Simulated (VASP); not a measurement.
# Si11O20 (a cell with a defect) in VASP: single point with PBE

Aim: the single point of Si11O20 (a cell with a defect) with PBE.

Program: VASP 6.6.1. These are calculated values, not measurements. Logs are shortened: lines on timing, memory, paths and dates and some standing lists are left out, and cuts for length are marked.

## 1. The cell of the first run

The cell holds a defect, 31 atoms: a = 7.194 Å, b = 7.194 Å, c = 12.127 Å, α = 90.00°, β = 90.00°, γ = 90.00°.

## 2. Single point, PBE

Contents of INCAR:

```
SYSTEM = Si11O20
PREC = Accurate ; ENCUT = 520
EDIFF = 1E-6 ; ISMEAR = 0
SIGMA = 0.02 ; LREAL = Auto
LASPH = .TRUE. ; NELM = 120
ALGO = Normal ; ISIF = 2
LWAVE = .FALSE. ; LCHARG = .TRUE.
GGA = PE ; LELF = .TRUE.
LVHAR = .TRUE. ; NBANDS = 103
GGA_COMPAT = .FALSE.
```

Contents of KPOINTS:

```
Automatic mesh
0
G
  2 2 1
  0 0 0
```

Contents of POSCAR:

```
Si11O20
1.0
    7.1936790000      0.0000000000      0.0000000000
    0.0000000000      7.1936790000      0.0000000000
    0.0000000000      0.0000000000     12.1271720000
Si O
11 20
Direct
   -0.0123662307      0.0020831197      0.0006756185
    0.2259073464     -0.0029729083      0.8000397326
    0.5152670780      0.2912461772      0.7127110534
    0.0028912239      0.2132881704      0.2129593396
    0.3013597795      0.5023929728      0.2830111877
    0.4835444601      0.5008524371      0.5029512084
    0.7101484607      0.5023606760      0.2980648441
    0.0028323836      0.7915163538      0.2131884281
    0.5145959300      0.7024366470      0.7154977320
    0.8132554261     -0.0022785689      0.7779707609
    0.0373439332      1.0022129940      0.4505669841
   -0.0226180094      0.1844691572      0.0807054590
    0.6750856531      0.5023054317      0.4302675763
    0.3083466495      0.5021879317      0.4172979188
   -0.0230871571      0.8199964229      0.0809553098
    0.0277738959     -0.0043236195      0.7336978197
    0.0136753353      0.0024883163      0.2704133064
    0.8239623903      0.3178272683      0.2620573449
    0.8239942114      0.6870358710      0.2624196482
    0.1961784017      0.3184140697      0.2369262808
    0.1962216754      0.6865326779      0.2371275544
    0.4776050836      0.6830723230      0.5830538364
    0.1826420348      0.0015062068      0.9324537382
    0.8156474417      0.0021432726      0.9135591201
    0.4781999429      0.3156898064      0.5806429064
    0.5115269375      0.5024166828      0.2333665767
    0.5299431496      0.4958245958      0.7700800197
    0.3419647612      0.8104911017      0.7724567917
    0.3428991051      0.1807312435      0.7680285823
    0.7087366409      0.8113022051      0.7366700580
    0.7095471757      0.1816731845      0.7322322729
```

Potentials or basis: VASP PAW PBE potentials, release 64 (Si, O).

Run with:

```console
$ cat potpaw_PBE.64/Si/POTCAR potpaw_PBE.64/O/POTCAR > POTCAR
$ mpirun -np 1 vasp_std > vasp.out
```

OUTCAR:

```text
SYSTEM = Si11O20
   PREC = Accurate
   ENCUT = 520
   EDIFF = 1E-6
   ISMEAR = 0
   LREAL = Auto
   LASPH = .TRUE.
   NELM = 120
   ISIF = 2
   GGA = PE

 ion  position               nearest neighbor table
   1  0.988  0.002  0.001-  24 1.63  23 1.63  12 1.63  15 1.63   2 2.98  10 2.98   4 2.99   8 2.99

   2  0.226  0.997  0.800-  29 1.61  28 1.62  23 1.64  16 1.64   1 2.98  10 2.98   9 3.14
   3  0.515  0.291  0.713-  29 1.62  31 1.62  27 1.63  25 1.63   9 2.96   6 2.97  10 3.11
   4  0.003  0.213  0.213-  18 1.61  20 1.61  12 1.63  17 1.67   1 2.99   8 3.03   5 3.11   7 3.13

   5  0.301  0.502  0.283-  21 1.62  20 1.62  26 1.63  14 1.63   7 2.95   6 2.97   8 3.11   4 3.11

   6  0.484  0.501  0.503-  25 1.63  22 1.63  14 1.63  13 1.64   3 2.97   9 2.97   7 2.97   5 2.97

   7  0.710  0.502  0.298-  19 1.62  18 1.62  13 1.62  26 1.63   5 2.95   6 2.97   8 3.13   4 3.13

   8  0.003  0.792  0.213-  19 1.61  21 1.61  15 1.63  17 1.67   1 2.99   4 3.03   5 3.11   7 3.13

   9  0.515  0.702  0.715-  28 1.62  30 1.62  27 1.63  22 1.63   3 2.96   6 2.97  10 3.11   2 3.14

  10  0.813  0.998  0.778-  30 1.62  31 1.62  16 1.63  24 1.64   1 2.98   2 2.98   3 3.11   9 3.11

  11  0.037  0.002  0.451-  17 2.19
  12  0.977  0.184  0.081-   4 1.63   1 1.63
  13  0.675  0.502  0.430-   7 1.62   6 1.64
  14  0.308  0.502  0.417-   5 1.63   6 1.63
  15  0.977  0.820  0.081-   8 1.63   1 1.63
  16  0.028  0.996  0.734-  10 1.63   2 1.64
  17  0.014  0.002  0.270-   8 1.67   4 1.67  11 2.19
  18  0.824  0.318  0.262-   4 1.61   7 1.62
  19  0.824  0.687  0.262-   8 1.61   7 1.62
  20  0.196  0.318  0.237-   4 1.61   5 1.62
  21  0.196  0.687  0.237-   8 1.61   5 1.62
  22  0.478  0.683  0.583-   6 1.63   9 1.63
  23  0.183  0.002  0.932-   1 1.63   2 1.64
  24  0.816  0.002  0.914-   1 1.63  10 1.64
  25  0.478  0.316  0.581-   6 1.63   3 1.63
  26  0.512  0.502  0.233-   5 1.63   7 1.63
  27  0.530  0.496  0.770-   9 1.63   3 1.63
  28  0.342  0.810  0.772-   2 1.62   9 1.62
  29  0.343  0.181  0.768-   2 1.61   3 1.62
  30  0.709  0.811  0.737-  10 1.62   9 1.62
  31  0.710  0.182  0.732-  10 1.62   3 1.62

  LATTYP: Found a simple tetragonal cell.
 ALAT       =     7.1936790000
 C/A-ratio  =     1.6858094447

  Lattice vectors:

 A1 = (   7.1936790000,   0.0000000000,   0.0000000000)
 A2 = (   0.0000000000,   7.1936790000,   0.0000000000)
 A3 = (   0.0000000000,   0.0000000000,  12.1271720000)

Analysis of symmetry for initial positions (statically):
=====================================================================
 Subroutine PRICEL returns:
 Original cell was already a primitive cell.

 Routine SETGRP: Setting up the symmetry group for a
 simple tetragonal supercell.

 Subroutine GETGRP returns: Found  1 space group operations
 (whereof  1 operations were pure point group operations)
 out of a pool of 16 trial point group operations.

The static configuration has the point symmetry C_1 .

Analysis of symmetry for dynamics (positions and initial velocities):
=====================================================================
 Subroutine PRICEL returns:
 Original cell was already a primitive cell.

 Routine SETGRP: Setting up the symmetry group for a
 simple tetragonal supercell.

 Subroutine GETGRP returns: Found  1 space group operations
 (whereof  1 operations were pure point group operations)
 out of a pool of 16 trial point group operations.

The dynamic configuration has the point symmetry C_1 .

 Subroutine INISYM returns: Found  1 space group operations
 (whereof  1 operations are pure point group operations),
 and found     1 'primitive' translations

----------------------------------------------------------------------------------------

                                     Primitive cell

  volume of cell :     627.5692

  direct lattice vectors                    reciprocal lattice vectors
     7.193679000  0.000000000  0.000000000     0.139010929  0.000000000  0.000000000
     0.000000000  7.193679000  0.000000000     0.000000000  0.139010929  0.000000000
     0.000000000  0.000000000 12.127172000     0.000000000  0.000000000  0.082459456

  length of vectors
     7.193679000  7.193679000 12.127172000     0.139010929  0.139010929  0.082459456

  position of ions in fractional coordinates (direct lattice)
     0.987633769  0.002083120  0.000675618
     0.225907346  0.997027092  0.800039733
     0.515267078  0.291246177  0.712711053
     0.002891224  0.213288170  0.212959340
     0.301359779  0.502392973  0.283011188
     0.483544460  0.500852437  0.502951208
[... 23 lines left out ...]
     0.708736641  0.811302205  0.736670058
     0.709547176  0.181673184  0.732232273

  ion indices of the primitive-cell ions
   primitive index   ion index
                 1           1
                 2           2
                 3           3
                 4           4
                 5           5
                 6           6
[... 23 lines left out ...]
                30          30
                31          31

----------------------------------------------------------------------------------------

 KPOINTS: Automatic mesh

Automatic generation of k-mesh.
 Grid dimensions read from file:
 generate k-points for:    2    2    1

 Generating k-lattice:

  Cartesian coordinates                     Fractional coordinates (reciprocal lattice)
     0.069505464  0.000000000  0.000000000     0.500000000  0.000000000  0.000000000
     0.000000000  0.069505464  0.000000000     0.000000000  0.500000000  0.000000000
     0.000000000  0.000000000  0.082459456     0.000000000  0.000000000  1.000000000

  Length of vectors
     0.069505464  0.069505464  0.082459456

  Shift w.r.t. Gamma in fractional coordinates (k-lattice)
     0.000000000  0.000000000  0.000000000

 Subroutine IBZKPT returns following result:
 ===========================================

 Found      4 irreducible k-points:

 Following reciprocal coordinates:
            Coordinates               Weight
  0.000000  0.000000  0.000000      1.000000
  0.500000  0.000000  0.000000      1.000000
  0.000000  0.500000  0.000000      1.000000
  0.500000  0.500000  0.000000      1.000000
   k-points           NKPTS =      4   k-points in BZ     NKDIM =      4   number of bands    NBANDS=    103
   number of dos      NEDOS =    301   number of ions     NIONS =     31
   total plane-waves  NPLWV = 262440
   dimension x,y,z NGX =    54 NGY =   54 NGZ =   90
   dimension x,y,z NGXF=   108 NGYF=  108 NGZF=  180
   ions per type =              11  20
   NGX,Y,Z   is equivalent  to a cutoff of  12.48, 12.48, 12.34 a.u.
   NGXF,Y,Z  is equivalent  to a cutoff of  24.96, 24.96, 24.68 a.u.
 SYSTEM =  Si11O20
   PREC   = accura    normal or accurate (medium, high low for compatibility)
   ISTART =      0    job   : 0-new  1-cont  2-samecut
   ICHARG =      2    charge: 1-file 2-atom 10-const
   ISPIN  =      1    spin polarized calculation?
   LNONCOLLINEAR =      F non collinear calculations
   LSORBIT =      F    spin-orbit coupling
   LASPH  =      T    aspherical Exc in radial PAW
   ENCUT  =  520.0 eV  38.22 Ry    6.18 a.u.  13.38 13.38 22.55*2*pi/ulx,y,z
   NELM   =    120;   NELMIN=  2; NELMDL= -5     # of ELM steps
   EDIFF  = 0.1E-05   stopping-criterion for ELM
   LREAL  =      T    real-space projection
   EDIFFG = 0.1E-04   stopping-criterion for IOM
   NSW    =      0    number of steps for IOM
   IBRION =     -1    ionic relax: 0-MD 1-quasi-New 2-CG
   NFREE  =      0    steps in history (QN), initial steepest desc. (CG)
   ISIF   =      2    stress and relaxation
   ISYM   =      2    0-nonsym 1-usesym 2-fastsym
   POTIM  = 0.5000    time-step for ionic-motion
   TEBEG  =    0.0;   TEEND  =   0.0 temperature during run
   PSTRESS=    0.0 pullay stress
   NELECT =     164.0000    total number of electrons
   NUPDOWN=      -1.0000    fix difference up-down
   EMIN   =  10.00;   EMAX   =-10.00  energy-range for DOS
   EFERMI =   0.00;   METHOD = LEGACY
   ISMEAR =     0;   SIGMA  =   0.02  broadening in eV -4-tet -1-fermi 0-gaus
   EFERMI_NEDOS =   21; number of points for ismear=-14 and -15
   IALGO  =     38    algorithm
   IMIX   =      4    mixing-type and parameters
     AMIX     =   0.40;   BMIX     =  1.00
     AMIX_MAG =   1.60;   BMIX_MAG =  1.00
  volume/ion in A,a.u.               =      20.24       136.61
  Fermi-wavevector in a.u.,A,eV,Ry     =   1.046652  1.977885 14.904911  1.095480
  Thomas-Fermi vector in A             =   2.181499
   LORBIT       =      0    0 simple, 1 ext, 2 COOP (PROOUT), +10 PAW based schemes
   GGA     = PE    functional components
   LHFCALC =     F    Hartree Fock is set to
   AEXX    =    0.0000 exact exchange contribution
   IVDW    =     0    specifies the selected vdW correction
   LEPSILON=     F    determine dielectric tensor
   LRPA    =     F    only Hartree local field effects (RPA)
 non-spin polarized calculation
 Gauss-broadening in eV      SIGMA  =   0.02
  energy-cutoff  :      520.00
  volume of cell :      627.57
 maximum number of plane-waves:     16918
 NGX is ok and might be reduce to    54
   NGX = 27   NGY = 27   NGZ = 45

 number of electron     164.0000018 magnetization

 Free energy of the ion-electron system (eV)
  ---------------------------------------------------
  ext. energy  EPLUGINS =         0.00000000
  ---------------------------------------------------
  free energy    TOTEN  =      -237.01129317 eV

  energy without entropy =     -237.00482106  energy(sigma->0) =     -237.00805711

 E-fermi :   2.4675     XC(G=0):  -6.8139

 val. band max:        2.4640272210   @ k =   0.5000   0.5000   0.0000
 cond. band min:       2.4750832293   @ k =   0.0000   0.0000   0.0000
 fundamental gap:      0.0110560083
 Fermi energy:         2.4675310116

 k-point     1 :       0.0000    0.0000    0.0000
  band No.  band energies     occupation
      1     -21.7375      2.00000
      2     -21.3625      2.00000
      3     -21.1127      2.00000
      4     -20.6727      2.00000
      5     -20.5425      2.00000
      6     -20.4700      2.00000
[... 377 lines left out ...]
     93       6.5599      0.00000
     94       6.6103      0.00000
 [bands above 94 left out]

------------------------ aborting loop because EDIFF is reached ----------------------------------------

  FORCE on cell =-STRESS in cart. coord.  units (eV):
  Direction    XX          YY          ZZ          XY          YZ          ZX
  --------------------------------------------------------------------------------------
  -------------------------------------------------------------------------------------
  Total        4.3207076      5.3924216      2.9279661      0.0706561     -0.0348099     -0.5028590
  in kB       11.0307187     13.7667929      7.4750652      0.1803842     -0.0888693     -1.2837934
  external PRESSURE =      10.7575256 kB  Pullay stress =       0.0000000 kB

 VOLUME and BASIS-vectors are now :
 -----------------------------------------------------------------------------
  energy-cutoff  :      520.00
  volume of cell :      627.57
      direct lattice vectors                 reciprocal lattice vectors
     7.193679000  0.000000000  0.000000000     0.139010929  0.000000000  0.000000000
     0.000000000  7.193679000  0.000000000     0.000000000  0.139010929  0.000000000
     0.000000000  0.000000000 12.127172000     0.000000000  0.000000000  0.082459456

 POSITION                                       TOTAL-FORCE (eV/Angst)
 -----------------------------------------------------------------------------------
      7.10472      0.01499      0.00819        -0.007889      0.001289      0.007565
      1.62510      7.17229      9.70222         0.026482     -0.000019     -0.012549
      3.70667      2.09513      8.64317         0.000054     -0.024893      0.029603
      0.02080      1.53433      2.58259        -0.003408      0.002061      0.021048
      2.16789      3.61405      3.43213        -0.017625      0.000745     -0.049274
      3.47846      3.60297      6.09938        -0.010803     -0.001283     -0.007583
[... 23 lines left out ...]
      5.09842      5.83625      8.93372        -0.015219      0.005889      0.004702
      5.10425      1.30690      8.87991        -0.016341     -0.008248     -0.000779
 -----------------------------------------------------------------------------------
    total drift:                                0.010910      0.011876     -0.005514

  FREE ENERGIE OF THE ION-ELECTRON SYSTEM (eV)
  ---------------------------------------------------
  free  energy   TOTEN  =      -237.0112931705 eV

  energy  without entropy=     -237.0048210567  energy(sigma->0) =     -237.00805711
```

It took 11 min on 1 thread of Oxide Virtual Turin-like, shared host; peak memory 0.57 GiB.

Results:

```yaml
Free_energy: -237.0113 eV
Pressure: 1.1 GPa
Largest_force: 0.052 eV/Å
Band_gap_on_the_k_mesh: zero (bands 82 and 83 overlap by 0.01 eV)
```

Forces on the atoms (eV/Å):
```
Si  -0.008  0.001  0.008
Si   0.026  0.000 -0.013
Si   0.000 -0.025  0.030
Si  -0.003  0.002  0.021
Si  -0.018  0.001 -0.049
Si  -0.011 -0.001 -0.008
Si   0.031  0.001 -0.023
Si  -0.003 -0.001  0.020
Si   0.002  0.023  0.032
Si  -0.010 -0.001 -0.031
Si  -0.001  0.002 -0.006
O    0.003 -0.013 -0.009
O   -0.010 -0.001  0.005
O    0.005  0.001  0.010
O    0.000  0.013 -0.006
O    0.002 -0.003  0.007
O   -0.004  0.001  0.009
O    0.002  0.019  0.000
O    0.001 -0.017 -0.001
O   -0.004  0.018  0.013
O   -0.005 -0.018  0.013
O   -0.004 -0.003  0.002
O    0.001 -0.002  0.000
O   -0.001  0.001 -0.011
O   -0.001  0.005 -0.001
O    0.004  0.001  0.007
O    0.003 -0.001 -0.007
O    0.017  0.009 -0.010
O    0.017 -0.011 -0.005
O   -0.015  0.006  0.005
O   -0.016 -0.008 -0.001
```

Caveat: the k points lie up to 0.52 Å⁻¹ apart.
